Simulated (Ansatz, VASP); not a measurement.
One calculation of Rh, two programs

```
Rh
1.0
    -1.56609    1.56609    1.56609
     1.56609   -1.56609    1.56609
     1.56609    1.56609   -1.56609
Rh
1
Direct
  0.00000 0.00000 0.00000
```

Alike in both runs: task single point; functional PBEsol; k mesh 18 × 18 × 18; occupations gaussian, width 0.1 eV; no spin polarisation.

|  | VASP | Ansatz |
| --- | --- | --- |
| version | VASP 6.6.1 | Ansatz 0.2.0 |
| potentials or method | VASP PAW PBE potentials, release 64 (Rh_pv), cutoff 520 eV | scalar-relativistic, plane waves, PAW |
| valence electrons in the cell | 15 | 17 |

```csv
,VASP,Ansatz,Ansatz less VASP
gap on the k mesh at the Fermi level (eV),none,none,-
pressure (GPa),-21.0,-21.0,+0.03
```

VASP's potentials were made for PBE, not for PBEsol. A gap of «none» marks a metal or a gap that the smearing closes. VASP's potentials hold 15 valence electrons a cell and Ansatz's 17, so a difference there can come from the potentials and not from the codes.
